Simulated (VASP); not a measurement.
Write the native input for VASP 6.6.1 that does the following.

| Item | Value |
| --- | --- |
| Task | single point |
| Functional | PBE |
| Dispersion | D3(BJ) |
| Potentials or basis | VASP PAW PBE potentials, release 64 (Pb_d, F) |
| Cutoff | 520 eV |
| k mesh | 8 × 8 × 8 |
| Occupations | gaussian, width 0.05 eV |
| Spin | no spin polarisation |
| Dipole correction | no |
| Further INCAR settings | ALGO = Normal; EDIFF = 1e-06; NBANDS = 21 |

The structure of PbF2 lies in POSCAR:

```
PbF2
1.0
    0.0000000000      2.9253022500      2.8807545000
    2.9253022500      0.0000000000      2.8807545000
    2.9253022500      2.9253022500      0.0000000000
Pb F
1 2
Direct
    0.0000000000      0.0000000000      0.0000000000
    0.2500000000      0.2500000000      0.2500000000
    0.7500000000      0.7500000000      0.7500000000
```

This cell differs from its parent crystal: strain -0.015 along x and y, -0.030 along z.

These files were run (other wordings do the same):

INCAR

```
SYSTEM = PbF2
ALGO = Normal
EDIFF = 1E-6
ENCUT = 520
GGA = PE
ISIF = 2
ISMEAR = 0
IVDW = 12
LASPH = .True.
LCHARG = .False.
LREAL = .False.
LWAVE = .False.
NBANDS = 21
NELM = 60
PREC = Accurate
SIGMA = 0.05
```

KPOINTS

```
k-points
0
Gamma
  8 8 8
  0 0 0
```

Potentials or basis: VASP PAW PBE potentials, release 64 (Pb_d, F).

Command:

```console
$ cat potpaw_PBE.64/Pb_d/POTCAR potpaw_PBE.64/F/POTCAR > POTCAR
$ mpirun -np 1 vasp_std > vasp.out
```

Results of the run:

| Item | Value |
| --- | --- |
| Pressure | 5.8 GPa |
| Band gap on the k mesh | 4.33 eV, indirect (least direct gap 4.54 eV) |
| Dispersion energy per atom | -0.162 eV |

Caveat: the cell differs from its parent crystal (strain -0.015 along x and y, -0.030 along z); spin-orbit coupling is left out, which moves the levels of the heavy elements.

Wall time 34 s on 1 thread of Intel(R) Xeon(R) Platinum 8559C (Emerald Rapids), on a shared host, peak memory 0.21 GiB.
